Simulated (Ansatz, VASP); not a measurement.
Two plane-wave programs on AlNi

INCAR

```
SYSTEM = AlNi
  ALGO = Normal
  EDIFF = 1E-7
  EDIFFG = -0.01
  ENCUT = 600
  GGA = PE
  GGA_COMPAT = .FALSE.
  IBRION = 2
  ISIF = 3
  ISMEAR = 0
  LASPH = .TRUE.
  LCHARG = .FALSE.
  LREAL = .FALSE.
  LWAVE = .FALSE.
  NELM = 120
  NELMIN = 4
  NSW = 100
  PREC = Accurate
  SIGMA = 0.1
```

KPOINTS

```
k-points
0
G
  24 24 14
  0 0 0
```

Contents of POSCAR:

```
AlNi
1.0
    2.3006810000     -1.3946800000      0.0000000000
    2.3006810000      1.3946800000      0.0000000000
   -1.3564510000      0.0000000000      3.8808380000
Al Ni
1 1
Direct
    0.0000000000      0.0000000000      0.0000000000
    0.5000000000      0.5000000000      0.5000000000
```

Input for Ansatz:

```yaml
crystal:
  lattice:
    - [2.300681, -1.39468, 0.0]
    - [2.300681, 1.39468, 0.0]
    - [-1.356451, 0.0, 3.880838]
  atoms:
    - { symbol: Al, position: [0.0, 0.0, 0.0] }
    - { symbol: Ni, position: [0.5, 0.5, 0.5] }
basis:
  ecutwfc: 420
kpoints:
  mp_grid: { grid: [24, 24, 14] }
hamiltonian:
  xc: pbe
scf:
  occupations: { method: gaussian, width: 0.1 }
output:
  forces: true
  stress: true
  eigenvalues: true
relax:
  adjacent_minimum: "off"
  f_tol: 0.01
  max_steps: 80
  cell: { stress_tol: 0.05 }
```

Alike in both runs: task relaxation of cell and atoms; functional PBE; k mesh 24 × 24 × 14; occupations gaussian, width 0.1 eV; no spin polarisation.

|  | VASP | Ansatz |
| --- | --- | --- |
| version | VASP 6.6.1 | Ansatz 0.2.0 |
| potentials or method | VASP PAW PBE potentials, release 64 (Al, Ni), cutoff 600 eV | scalar-relativistic, plane waves, PAW |
| valence electrons in the cell | 13 | 21 |

|  | VASP | Ansatz | Ansatz less VASP |
| --- | --- | --- | --- |
| gap on the k mesh at the Fermi level, each at its own relaxed structure (eV) | none | none | - |
| relaxed volume (Å³/atom) | 12.61 | 12.60 | -0.009 |
| relaxed length of the cell vector where the two differ most in proportion (Å) | 2.734 | 2.730 | -0.0033 |

A gap of «none» marks a metal or a gap that the smearing closes. VASP's potentials hold 13 valence electrons a cell and Ansatz's 21, so a difference there can come from the potentials and not from the codes.
